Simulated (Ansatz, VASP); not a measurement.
One calculation of RbBr, two programs

```
CELL_PARAMETERS angstrom
0.00000 3.54319 3.44175
3.54319 0.00000 3.44175
3.54319 3.54319 0.00000
ATOMIC_POSITIONS crystal
Rb 0.00000 0.00000 0.00000
Br 0.50000 0.50000 0.50000
```

Change from the starting cell: epitaxial_xy strain +2.4%.

Alike in both runs: task single point; functional PBE; k mesh 6 × 6 × 6; occupations fermi-dirac, width 0.02 eV; no spin polarisation.

|  | VASP | Ansatz |
| --- | --- | --- |
| version | VASP 6.6.1 | Ansatz 0.2.0 |
| potentials or method | VASP PAW PBE potentials, release 64 (Rb_sv, Br) | plane waves, PAW |
| plane-wave cutoff (eV) | 520 | 420 |
| valence electrons in the cell | 16 | 16 |

|  | VASP | Ansatz | Ansatz less VASP |
| --- | --- | --- | --- |
| gap on the k mesh at the Fermi level (eV) | 4.17 | 4.17 | +0.002 |
| pressure (GPa) | 0.0 | 0.0 | -0.02 |
| traceless stress, the component that is largest in VASP (GPa) | 0.47 | 0.47 | -0.006 |

With one functional, cell and mesh, what is left measures potentials, basis and numerics.
